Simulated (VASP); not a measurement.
# Ir (Fm-3m) in VASP: notebook

Runs on Ir. Level: PBEsol. Tasks: single point, relaxation of cell and atoms.

Program: VASP 6.6.1. These are calculated values, not measurements. Logs are shortened: lines on timing, memory, paths and dates and some standing lists are left out, and cuts for length are marked.

## (1) The cell of the first run

The structure is cubic, space group Fm-3m (No. 225). Conventional cell: a = 3.830 Å, b = 3.830 Å, c = 3.830 Å, α = 90.00°, β = 90.00°, γ = 90.00°. Ir (site symmetry m-3m) has 12 Ir at 2.71 Å within 3.6 Å.

## (2) Single point, PBEsol

File INCAR:

```
SYSTEM = Ir
ALGO = Normal
EDIFF = 1E-7
ENCUT = 520
GGA = PS
ISIF = 2
ISMEAR = -1
LASPH = .True.
LCHARG = .True.
LELF = .True.
LREAL = .False.
LVHAR = .True.
LWAVE = .False.
NBANDS = 10
NELM = 80
PREC = Accurate
SIGMA = 0.05
```

File KPOINTS:

```
k-points
0
Gamma
  15 15 15
  0 0 0
```

File POSCAR:

```
Ir
1.0
    0.0000000000      1.9149226742      1.9149226742
    1.9149226742      0.0000000000      1.9149226742
    1.9149226742      1.9149226742      0.0000000000
Ir
1
Direct
    0.0000000000      0.0000000000      0.0000000000
```

Potentials or basis: VASP PAW PBE potentials, release 64 (Ir).

The run is started by

```sh
$ cat potpaw_PBE.64/Ir/POTCAR > POTCAR
$ mpirun -np 1 vasp_std > vasp.out
```

OUTCAR:

```text
SYSTEM = Ir
   EDIFF = 1E-7
   ENCUT = 520
   GGA = PS
   ISIF = 2
   ISMEAR = -1
   LASPH = .True.
   LREAL = .False.
   NELM = 80
   PREC = Accurate

 ion  position               nearest neighbor table
   1  0.000  0.000  0.000-

  LATTYP: Found a face centered cubic cell.
 ALAT       =     3.8298453484

  Lattice vectors:

 A1 = (   0.0000000000,   1.9149226742,   1.9149226742)
 A2 = (   1.9149226742,   0.0000000000,   1.9149226742)
 A3 = (   1.9149226742,   1.9149226742,   0.0000000000)

Analysis of symmetry for initial positions (statically):
=====================================================================
 Subroutine PRICEL returns:
 Original cell was already a primitive cell.

 Routine SETGRP: Setting up the symmetry group for a
 face centered cubic supercell.

 Subroutine GETGRP returns: Found 48 space group operations
 (whereof 48 operations were pure point group operations)
 out of a pool of 48 trial point group operations.

The static configuration has the point symmetry O_h .

Analysis of symmetry for dynamics (positions and initial velocities):
=====================================================================
 Subroutine PRICEL returns:
 Original cell was already a primitive cell.

 Routine SETGRP: Setting up the symmetry group for a
 face centered cubic supercell.

 Subroutine GETGRP returns: Found 48 space group operations
 (whereof 48 operations were pure point group operations)
 out of a pool of 48 trial point group operations.

The dynamic configuration has the point symmetry O_h .

 Subroutine INISYM returns: Found 48 space group operations
 (whereof 48 operations are pure point group operations),
 and found     1 'primitive' translations

----------------------------------------------------------------------------------------

                                     Primitive cell

  volume of cell :      14.0438

  direct lattice vectors                    reciprocal lattice vectors
     0.000000000  1.914922674  1.914922674    -0.261107149  0.261107149  0.261107149
     1.914922674  0.000000000  1.914922674     0.261107149 -0.261107149  0.261107149
     1.914922674  1.914922674  0.000000000     0.261107149  0.261107149 -0.261107149

  length of vectors
     2.708109617  2.708109617  2.708109617     0.452250848  0.452250848  0.452250848

  position of ions in fractional coordinates (direct lattice)
     0.000000000  0.000000000  0.000000000

  ion indices of the primitive-cell ions
   primitive index   ion index
                 1           1

----------------------------------------------------------------------------------------

 KPOINTS: k-points

Automatic generation of k-mesh.
 Grid dimensions read from file:
 generate k-points for:   15   15   15

 Generating k-lattice:

  Cartesian coordinates                     Fractional coordinates (reciprocal lattice)
    -0.017407143  0.017407143  0.017407143     0.066666667  0.000000000  0.000000000
     0.017407143 -0.017407143  0.017407143     0.000000000  0.066666667  0.000000000
     0.017407143  0.017407143 -0.017407143     0.000000000  0.000000000  0.066666667

  Length of vectors
     0.030150057  0.030150057  0.030150057

  Shift w.r.t. Gamma in fractional coordinates (k-lattice)
     0.000000000  0.000000000  0.000000000

 Subroutine IBZKPT returns following result:
 ===========================================

 Found    120 irreducible k-points:

 Following reciprocal coordinates:
            Coordinates               Weight
  0.000000  0.000000  0.000000      1.000000
  0.066667  0.000000  0.000000      8.000000
  0.133333  0.000000  0.000000      8.000000
  0.200000  0.000000  0.000000      8.000000
  0.266667  0.000000  0.000000      8.000000
  0.333333  0.000000  0.000000      8.000000
[... 16 lines left out ...]
  0.133333  0.133333  0.000000      6.000000
  0.200000  0.133333  0.000000     24.000000
 [... further k-points ...]
   k-points           NKPTS =    120   k-points in BZ     NKDIM =    120   number of bands    NBANDS=     10
   number of dos      NEDOS =    301   number of ions     NIONS =      1
   total plane-waves  NPLWV =   8000
   dimension x,y,z NGX =    20 NGY =   20 NGZ =   20
   dimension x,y,z NGXF=    40 NGYF=   40 NGZF=   40
   ions per type =               1
   NGX,Y,Z   is equivalent  to a cutoff of  12.28, 12.28, 12.28 a.u.
   NGXF,Y,Z  is equivalent  to a cutoff of  24.56, 24.56, 24.56 a.u.
 SYSTEM =  Ir
   PREC   = accura    normal or accurate (medium, high low for compatibility)
   ISTART =      0    job   : 0-new  1-cont  2-samecut
   ICHARG =      2    charge: 1-file 2-atom 10-const
   ISPIN  =      1    spin polarized calculation?
   LNONCOLLINEAR =      F non collinear calculations
   LSORBIT =      F    spin-orbit coupling
   LASPH  =      T    aspherical Exc in radial PAW
   ENCUT  =  520.0 eV  38.22 Ry    6.18 a.u.   5.04  5.04  5.04*2*pi/ulx,y,z
   NELM   =     80;   NELMIN=  2; NELMDL= -5     # of ELM steps
   EDIFF  = 0.1E-06   stopping-criterion for ELM
   LREAL  =      F    real-space projection
   EDIFFG = 0.1E-05   stopping-criterion for IOM
   NSW    =      0    number of steps for IOM
   IBRION =     -1    ionic relax: 0-MD 1-quasi-New 2-CG
   NFREE  =      0    steps in history (QN), initial steepest desc. (CG)
   ISIF   =      2    stress and relaxation
   ISYM   =      2    0-nonsym 1-usesym 2-fastsym
   POTIM  = 0.5000    time-step for ionic-motion
   TEBEG  =    0.0;   TEEND  =   0.0 temperature during run
   PSTRESS=    0.0 pullay stress
   NELECT =       9.0000    total number of electrons
   NUPDOWN=      -1.0000    fix difference up-down
   EMIN   =  10.00;   EMAX   =-10.00  energy-range for DOS
   EFERMI =   0.00;   METHOD = LEGACY
   ISMEAR =    -1;   SIGMA  =   0.05  broadening in eV -4-tet -1-fermi 0-gaus
   EFERMI_NEDOS =   21; number of points for ismear=-14 and -15
   IALGO  =     38    algorithm
   IMIX   =      4    mixing-type and parameters
     AMIX     =   0.40;   BMIX     =  1.00
     AMIX_MAG =   1.60;   BMIX_MAG =  1.00
  volume/ion in A,a.u.               =      14.04        94.77
  Fermi-wavevector in a.u.,A,eV,Ry     =   1.411436  2.667227 27.104856  1.992151
  Thomas-Fermi vector in A             =   2.533287
   LORBIT       =      0    0 simple, 1 ext, 2 COOP (PROOUT), +10 PAW based schemes
   GGA     = PS    functional components
   LHFCALC =     F    Hartree Fock is set to
   AEXX    =    0.0000 exact exchange contribution
   IVDW    =     0    specifies the selected vdW correction
   LEPSILON=     F    determine dielectric tensor
   LRPA    =     F    only Hartree local field effects (RPA)
 non-spin polarized calculation
  energy-cutoff  :      520.00
  volume of cell :       14.04
 maximum number of plane-waves:       388
   NGX =  9   NGY =  9   NGZ =  9

 number of electron       9.0000000 magnetization

 Free energy of the ion-electron system (eV)
  ---------------------------------------------------
  ext. energy  EPLUGINS =         0.00000000
  ---------------------------------------------------
  free energy    TOTEN  =        -9.82917491 eV

  energy without entropy =       -9.82119825  energy(sigma->0) =       -9.82518658

 E-fermi :  10.4278     XC(G=0): -14.1451

 val. band max:       10.4097132869   @ k =  -0.4000   0.4667   0.0667
 cond. band min:      10.4306997270   @ k =  -0.3333   0.2667   0.0667
 fundamental gap:      0.0209864401
 Fermi energy:        10.4278006952

 k-point     1 :       0.0000    0.0000    0.0000
  band No.  band energies     occupation
      1      -0.8961      2.00000
      2       6.4249      2.00000
      3       6.4249      2.00000
      4       6.4249      2.00000
      5       9.1723      2.00000
      6       9.1723      2.00000
      7      24.6786      0.00000
      8      30.2964      0.00000
      9      30.2964      0.00000
     10      30.2964      0.00000

 k-point     2 :       0.0667    0.0000    0.0000
  band No.  band energies     occupation
      1      -0.6970      2.00000
      2       6.3182      2.00000
      3       6.5114      2.00000
      4       6.5114      2.00000
      5       9.1163      2.00000
      6       9.1163      2.00000
      7      25.0239      0.00000
      8      29.2742      0.00000
      9      30.6254      0.00000
     10      30.6254      0.00000

 k-point     3 :       0.1333    0.0000    0.0000
  band No.  band energies     occupation
      1      -0.1303      2.00000
      2       6.0648      2.00000
      3       6.7213      2.00000
      4       6.7213      2.00000
      5       9.0165      2.00000
      6       9.0165      2.00000
      7      25.9234      0.00000
      8      27.4623      0.00000
      9      31.5688      0.00000
     10      31.5688      0.00000

 k-point     4 :       0.2000    0.0000    0.0000
  band No.  band energies     occupation
      1       0.6921      2.00000
      2       5.8524      2.00000
      3       6.8898      2.00000
      4       6.8898      2.00000
      5       9.0756      2.00000
      6       9.0756      2.00000
      7      25.5243      0.00000
      8      27.0174      0.00000
      9      32.9912      0.00000
     10      32.9912      0.00000

 k-point     5 :       0.2667    0.0000    0.0000
  band No.  band energies     occupation
      1       1.5173      2.00000
      2       5.9892      2.00000
      3       6.8462      2.00000
      4       6.8462      2.00000
      5       9.4841      2.00000
      6       9.4841      2.00000
      7      23.6850      0.00000
      8      27.0401      0.00000
      9      34.3748      0.00000
     10      34.3776      0.00000

 k-point     6 :       0.3333    0.0000    0.0000
  band No.  band energies     occupation
      1       2.0126      2.00000
      2       6.6524      2.00000
      3       6.6524      2.00000
      4       6.7944      2.00000
      5      10.1473      1.99270
      6      10.1473      1.99270
      7      21.6695      0.00000
      8      25.8882      0.00000
      9      33.0361      0.00000
     10      33.0361      0.00000

 k-point     7 :       0.4000    0.0000    0.0000
  band No.  band energies     occupation
      1       2.1512      2.00000
      2       6.4556      2.00000
      3       6.4556      2.00000
      4       8.1452      2.00000
      5      10.8126      0.00091
      6      10.8126      0.00091
      7      19.5311      0.00000
      8      24.8132      0.00000
      9      31.3040      0.00000
     10      31.3040      0.00000

 k-point     8 :       0.4667    0.0000    0.0000
  band No.  band energies     occupation
      1       2.1547      2.00000
      2       6.3403      2.00000
      3       6.3403      2.00000
      4       9.3398      2.00000
      5      11.2316      0.00000
      6      11.2316      0.00000
      7      17.9234      0.00000
      8      24.2743      0.00000
      9      30.3259      0.00000
     10      30.3259      0.00000

 k-point     9 :       0.0667    0.0667    0.0000
  band No.  band energies     occupation
      1      -0.6302      2.00000
      2       6.2202      2.00000
      3       6.5757      2.00000
      4       6.5757      2.00000
      5       8.9358      2.00000
      6       9.2515      2.00000
      7      25.1436      0.00000
      8      29.5298      0.00000
      9      30.4038      0.00000
     10      30.4038      0.00000
[... 118 lines left out ...]
 k-point    19 :      -0.2667    0.0667    0.0000
  band No.  band energies     occupation
      1       1.9069      2.00000
      2       5.9571      2.00000
      3       6.7470      2.00000
      4       6.9144      2.00000
      5       9.2011      2.00000
      6      10.3401      1.70491
      7      23.1883      0.00000
      8      26.9190      0.00000
      9      31.9454      0.00000
     10      33.7636      0.00000

 k-point    20 :      -0.2000    0.0667    0.0000
  band No.  band energies     occupation
      1       1.1512      2.00000
      2       5.6820      2.00000
      3       6.9151      2.00000
      4       7.0362      2.00000
      5       8.6860      2.00000
      6       9.6936      2.00000
      7      25.0880      0.00000
      8      27.4147      0.00000
      9      31.9276      0.00000
     10      33.8005      0.00000

 k-point    21 :      -0.1333    0.0667    0.0000
  band No.  band energies     occupation
      1       0.2903      2.00000
      2       5.8452      2.00000
      3       6.8822      2.00000
      4       6.8851      2.00000
      5       8.6428      2.00000
      6       9.3299      2.00000
      7      26.5200      0.00000
      8      26.9069      0.00000
      9      31.0005      0.00000
     10      32.8526      0.00000

 k-point    22 :      -0.0667    0.0667    0.0000
  band No.  band energies     occupation
      1      -0.3737      2.00000
      2       6.1275      2.00000
      3       6.6326      2.00000
      4       6.6884      2.00000
      5       8.8771      2.00000
      6       9.2063      2.00000
      7      25.5667      0.00000
      8      28.3903      0.00000
      9      30.4952      0.00000
     10      31.4658      0.00000

 k-point    23 :       0.1333    0.1333    0.0000
  band No.  band energies     occupation
      1       0.1319      2.00000
      2       5.6808      2.00000
      3       7.0232      2.00000
      4       7.0232      2.00000
      5       8.3155      2.00000
      6       9.4799      2.00000
      7      26.4436      0.00000
      8      28.6026      0.00000
      9      30.5109      0.00000
     10      30.5109      0.00000

 k-point    24 :       0.2000    0.1333    0.0000
  band No.  band energies     occupation
      1       0.7679      2.00000
      2       5.3583      2.00000
      3       7.2192      2.00000
      4       7.3175      2.00000
      5       8.1321      2.00000
      6       9.6455      2.00000
      7      27.4069      0.00000
      8      27.4843      0.00000
      9      30.6046      0.00000
     10      31.1338      0.00000

 [... further k-points ...]
[... 5 lines left out ...]
  --------------------------------------------------------------------------------------
  -------------------------------------------------------------------------------------
  Total        0.0918388      0.0918388      0.0918388     -0.0000000     -0.0000000      0.0000000
  in kB       10.4773891     10.4773891     10.4773891     -0.0000000     -0.0000000      0.0000000
  external PRESSURE =      10.4773891 kB  Pullay stress =       0.0000000 kB

 VOLUME and BASIS-vectors are now :
 -----------------------------------------------------------------------------
  energy-cutoff  :      520.00
  volume of cell :       14.04
      direct lattice vectors                 reciprocal lattice vectors
     0.000000000  1.914922674  1.914922674    -0.261107149  0.261107149  0.261107149
     1.914922674  0.000000000  1.914922674     0.261107149 -0.261107149  0.261107149
     1.914922674  1.914922674  0.000000000     0.261107149  0.261107149 -0.261107149

 POSITION                                       TOTAL-FORCE (eV/Angst)
 -----------------------------------------------------------------------------------
      0.00000      0.00000      0.00000        -0.000000     -0.000000      0.000000
 -----------------------------------------------------------------------------------
    total drift:                               -0.000000     -0.000000     -0.000000

  FREE ENERGIE OF THE ION-ELECTRON SYSTEM (eV)
  ---------------------------------------------------
  free  energy   TOTEN  =        -9.8291749136 eV

  energy  without entropy=       -9.8211982512  energy(sigma->0) =       -9.82518658
```

Wall time 16 s (1 thread of AMD EPYC 9R45 (Zen 5), shared host); peak memory 0.11 GiB.

What came out:

```yaml
Free_energy: -9.8292 eV
Pressure: 1.0 GPa
```

Caveat: the PAW data sets were made with another functional, which shifts forces and pressure a little; spin-orbit coupling is left out, which moves the levels of the heavy elements.

## (3) Relaxation of cell and atoms, PBEsol

File INCAR:

```
PREC = Accurate ; ENCUT = 600
EDIFF = 1E-7 ; ISMEAR = -1
SIGMA = 0.05 ; LREAL = F
LASPH = T ; NELM = 60
ALGO = Normal ; ISIF = 3
LWAVE = F ; LCHARG = F
GGA = PS ; IBRION = 2
NSW = 80 ; EDIFFG = -0.01
```

File KPOINTS:

```
regular mesh
0
Gamma
  15 15 15
```

File POSCAR:

```
Ir
1.0
    0.0000000000      1.9156000000      1.9156000000
    1.9156000000      0.0000000000      1.9156000000
    1.9156000000      1.9156000000      0.0000000000
Ir
1
Direct
    0.0000000000      0.0000000000      0.0000000000
```

Potentials or basis: VASP PAW PBE potentials, release 64 (Ir).

The run is started by

```sh
$ cat potpaw_PBE.64/Ir/POTCAR > POTCAR
$ mpirun -np 1 vasp_std > vasp.out
```

Wall time 38 s (1 thread of AMD EPYC 9R45 (Zen 5), shared host); peak memory 0.12 GiB.

Results (log left out):

* Free energy: -9.8294 eV
* Relaxed volume: 14.08 Å³/atom
* Relaxed cell: a = 2.711 Å, b = 2.711 Å, c = 2.711 Å, α = 60.00°, β = 60.00°, γ = 60.00°
* Space group after relaxing (to 0.05 Å): Fm-3m (No. 225)
* Energy gained by relaxing: 0.1 meV/atom
* Ionic steps: 3
* Pressure after relaxing: 0.0 GPa

Final structure:
```
Ir
1.0
     0.00000    1.91674    1.91674
     1.91674    0.00000    1.91674
     1.91674    1.91674    0.00000
Ir
1
Cartesian
  0.0000 0.0000 0.0000
```

Levels at points of the mesh, in eV from the Fermi level:
```csv
k point,band 1,band 2,band 3,band 4,band 5,band 6,band 7,band 8
"(0.00, 0.00, 0.00)",-11.29,-3.99,-3.99,-3.99,-1.25,-1.25,14.26,19.86
```

Caveat: the PAW data sets were made with another functional, which shifts forces and pressure a little; spin-orbit coupling is left out, which moves the levels of the heavy elements.
